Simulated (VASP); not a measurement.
# KTaO3 (Pm-3m) in VASP: notebook, part 2 of 2

VASP 6.6.1. The steps go on from the part before.

### 4 Relaxation of cell and atoms, r2SCAN+U

POSCAR reads:

```
KTaO3
1.0
    3.9883000000      0.0000000000      0.0000000000
    0.0000000000      3.9883000000      0.0000000000
    0.0000000000      0.0000000000      3.9883000000
Ta K O
1 1 3
Direct
    0.0000000000      0.0000000000      0.0000000000
    0.5000000000      0.5000000000      0.5000000000
    0.0000000000      0.0000000000      0.5000000000
    0.0000000000      0.5000000000      0.0000000000
    0.5000000000      0.0000000000      0.0000000000
```

INCAR.step1 reads:

```
PREC     = Accurate       # precision mode
ENCUT    = 600            # plane-wave cutoff, eV
ISMEAR   = -1             # smearing method
SIGMA    = 0.05           # smearing width, eV
LREAL    = F              # projectors in reciprocal space
LASPH    = T              # aspherical terms in the spheres
NELM     = 150            # most SCF steps
LMAXMIX  = 4              # l up to which the mixer works
LDAU     = T              # DFT+U
LDAUTYPE = 2            
LDAUL    = 2 -1 -1        # shell
LDAUU    = 5 0 0          # U, eV
LDAUJ    = 0 0 0        
GGA      = PE             # functional
ALGO     = Normal         # electronic algorithm
EDIFF    = 1E-4           # SCF threshold, eV
LWAVE    = T              # write WAVECAR
LCHARG   = F              # write CHGCAR
```

INCAR.step2 reads:

```
PREC     = Accurate       # precision mode
ENCUT    = 600            # plane-wave cutoff, eV
EDIFF    = 1E-7           # SCF threshold, eV
ISMEAR   = -1             # smearing method
SIGMA    = 0.05           # smearing width, eV
LREAL    = F              # projectors in reciprocal space
LASPH    = T              # aspherical terms in the spheres
NELM     = 150            # most SCF steps
ALGO     = Normal         # electronic algorithm
ISIF     = 3              # what is computed and relaxed
LWAVE    = F              # write WAVECAR
LCHARG   = F              # write CHGCAR
LMAXMIX  = 4              # l up to which the mixer works
LDAU     = T              # DFT+U
LDAUTYPE = 2            
LDAUL    = 2 -1 -1        # shell
LDAUU    = 5 0 0          # U, eV
LDAUJ    = 0 0 0        
LDAUPRINT= 1            
METAGGA  = R2SCAN         # meta-GGA
LMIXTAU  = T            
IBRION   = 2              # ionic algorithm
NSW      = 60             # ionic steps
EDIFFG   = -0.01          # ionic threshold
ISTART   = 1
```

KPOINTS reads:

```
Automatic mesh
0
Gamma
  7 7 7
```

Potentials or basis: VASP PAW PBE potentials, release 64 (Ta_pv, K_sv, O).

Run with:

```
$ cat potpaw_PBE.64/Ta_pv/POTCAR potpaw_PBE.64/K_sv/POTCAR potpaw_PBE.64/O/POTCAR > POTCAR
$ cp INCAR.step1 INCAR
$ mpirun -np 1 vasp_std > vasp.out
$ cp INCAR.step2 INCAR
$ mpirun -np 1 vasp_std > vasp.out
```

Wall time 5.9 min (1 thread of Oxide Virtual Turin-like, shared host); peak memory 0.19 GiB.

The run converged. Its results:

| Item | Value |
| --- | --- |
| Free energy | -83.4125 eV |
| Relaxed volume | 13.07 Å³/atom |
| Relaxed cell | a = 4.028 Å, b = 4.028 Å, c = 4.028 Å, α = 90.00°, β = 90.00°, γ = 90.00° |
| Space group after relaxing (to 0.1 Å) | Pm-3m (No. 221) |
| Energy gained by relaxing | 7.1 meV/atom |
| Ionic steps | 3 |
| Pressure after relaxing | -0.1 GPa |
| Band gap on the k mesh | 3.34 eV (least direct gap 4.01 eV) |

The path:
```tsv
step	energy change (eV)	largest force (eV/Å)	pressure (GPa)	volume (Å³)
1	0.0000	0.0000	6.25	63.44
2	0.0334	0.0000	-7.66	68.10
3	-0.0356	0.0000	-0.05	65.33
```

Final structure:
```yaml
crystal:
  lattice:
    - [4.02760, 0.00000, 0.00000]
    - [0.00000, 4.02760, 0.00000]
    - [0.00000, 0.00000, 4.02760]
  atoms:
    - { symbol: Ta, position: [0.00000, 0.00000, 0.00000] }
    - { symbol: K, position: [0.50000, 0.50000, 0.50000] }
    - { symbol: O, position: [0.00000, 0.00000, 0.50000] }
    - { symbol: O, position: [0.00000, 0.50000, 0.00000] }
    - { symbol: O, position: [0.50000, 0.00000, 0.00000] }
```

Levels at points of the mesh, in eV from the valence-band top:
| k point | band 16 | band 17 | band 18 | band 19 | band 20 | band 21 | band 22 | band 23 |
| --- | --- | --- | --- | --- | --- | --- | --- | --- |
| (0.00, 0.00, 0.00) | -1.01 | -0.66 | -0.66 | -0.66 | 3.34 | 3.34 | 3.34 | 7.10 |

Eigenvalues of the final occupation matrices:
| site | spin | trace | eigenvalues |
| --- | --- | --- | --- |
| site 1 d | 1 | 0.90 | 0.12 0.12 0.12 0.27 0.27 |
| site 1 d | 2 | 0.90 | 0.12 0.12 0.12 0.27 0.27 |

Caveat: the PAW data sets were made with another functional, which shifts forces and pressure a little; spin-orbit coupling is left out, which moves the levels of the heavy elements; an odd mesh through Γ misses points on the zone boundary, where band edges can lie. Zero-point motion and thermal expansion aren't in these numbers.

### 5 Relaxation of cell and atoms, r2SCAN+U

POSCAR is that of step 4.

INCAR.step1 reads:

```
SYSTEM = KTaO3
ALGO = Normal
EDIFF = 1E-4
ENCUT = 600
GGA = PE
ISMEAR = -1
LASPH = .True.
LCHARG = .False.
LDAU = .True.
LDAUJ = 0 0 0
LDAUL = 2 -1 -1
LDAUTYPE = 2
LDAUU = 6 0 0
LMAXMIX = 4
LREAL = .False.
LWAVE = .True.
NELM = 150
PREC = Accurate
SIGMA = 0.05
```

INCAR.step2 reads:

```
SYSTEM = KTaO3
ALGO = Normal
EDIFF = 1E-6
EDIFFG = -0.01
ENCUT = 600
IBRION = 2
ISIF = 3
ISMEAR = -1
ISTART = 1
LASPH = .True.
LCHARG = .False.
LDAU = .True.
LDAUJ = 0 0 0
LDAUL = 2 -1 -1
LDAUPRINT = 1
LDAUTYPE = 2
LDAUU = 6 0 0
LMAXMIX = 4
LMIXTAU = .True.
LREAL = .False.
LWAVE = .False.
METAGGA = R2SCAN
NELM = 150
NSW = 60
PREC = Accurate
SIGMA = 0.05
```

KPOINTS reads:

```
k-points
0
Gamma
  7 7 7
  0 0 0
```

Run with:

```
$ cat potpaw_PBE.64/Ta_pv/POTCAR potpaw_PBE.64/K_sv/POTCAR potpaw_PBE.64/O/POTCAR > POTCAR
$ cp INCAR.step1 INCAR
$ mpirun -np 1 vasp_std > vasp.out
$ cp INCAR.step2 INCAR
$ mpirun -np 1 vasp_std > vasp.out
```

Run time: 5.6 min. Hardware: 1 thread of Oxide Virtual Turin-like, shared host; peak memory 0.19 GiB.

It converged, with:

* Free energy: -82.7099 eV
* Relaxed volume: 13.14 Å³/atom
* Relaxed cell: a = 4.035 Å, b = 4.035 Å, c = 4.035 Å, α = 90.00°, β = 90.00°, γ = 90.00°
* Space group after relaxing (to 0.1 Å): Pm-3m (No. 221)
* Energy gained by relaxing: 9.9 meV/atom
* Ionic steps: 3
* Pressure after relaxing: -0.1 GPa
* Band gap on the k mesh: 3.49 eV (least direct gap 4.17 eV)

Step by step:
```
step  energy change (eV)  largest force (eV/Å)  pressure (GPa)  volume (Å³)
   1              0.0000                0.0000            7.39        63.44
   2              0.0463                0.0000           -8.85        68.97
   3             -0.0493                0.0000           -0.07        65.68
```

Final structure:
```
CELL_PARAMETERS angstrom
4.03465 0.00000 0.00000
0.00000 4.03465 0.00000
0.00000 0.00000 4.03465
ATOMIC_POSITIONS crystal
Ta 0.00000 0.00000 0.00000
K 0.50000 0.50000 0.50000
O 0.00000 0.00000 0.50000
O 0.00000 0.50000 0.00000
O 0.50000 0.00000 0.00000
```

Levels at points of the mesh, in eV from the valence-band top:
| k point | band 17 | band 18 | band 19 | band 20 | band 21 | band 22 |
| --- | --- | --- | --- | --- | --- | --- |
| (0.00, 0.00, 0.00) | -0.68 | -0.68 | -0.68 | 3.49 | 3.49 | 3.49 |

Eigenvalues of the final occupation matrices:
```tsv
site	spin	trace	eigenvalues
site 1 d	1	0.87	0.12 0.12 0.12 0.26 0.26
site 1 d	2	0.87	0.12 0.12 0.12 0.26 0.26
```

Caveat: the PAW data sets were made with another functional, which shifts forces and pressure a little; spin-orbit coupling is left out, which moves the levels of the heavy elements; an odd mesh through Γ misses points on the zone boundary, where band edges can lie.

### 6 Overview

```tsv
task	level	potentials or basis	U	cell	cutoff (eV)	gap on the mesh (eV)	pressure (GPa)	relaxed volume (Å³/atom)
single point	PBEsol+U	VASP PAW PBE potentials, release 64 (Ta_sv_GW, K_sv, O_h)	Ta d U = 6.0 eV	as given	1340	3.03	6.1	-
relaxation of cell and atoms	BLYP+D4	VASP PAW PBE potentials, release 64 (Ta_sv_GW, K_sv, O)	-	relaxed	700	2.22	-0.1	13.13
relaxation of cell and atoms	r2SCAN+U	VASP PAW PBE potentials, release 64 (Ta_pv, K_sv, O)	Ta d U = 5.0 eV	relaxed	600	3.34	-0.1	13.07
relaxation of cell and atoms	r2SCAN+U	VASP PAW PBE potentials, release 64 (Ta_pv, K_sv, O)	Ta d U = 6.0 eV	relaxed	600	3.49	-0.1	13.14
```

Alike in all rows: no spin polarisation; k mesh 7 × 7 × 7; smearing fermi-dirac 0.05 eV.

Caveats: the PAW data sets were made with another functional, which shifts forces and pressure a little; spin-orbit coupling is left out, which moves the levels of the heavy elements; an odd mesh through Γ misses points on the zone boundary, where band edges can lie; the cell stands under pressure (at least some runs).

Absolute energies hang on the potentials; compare differences alone.
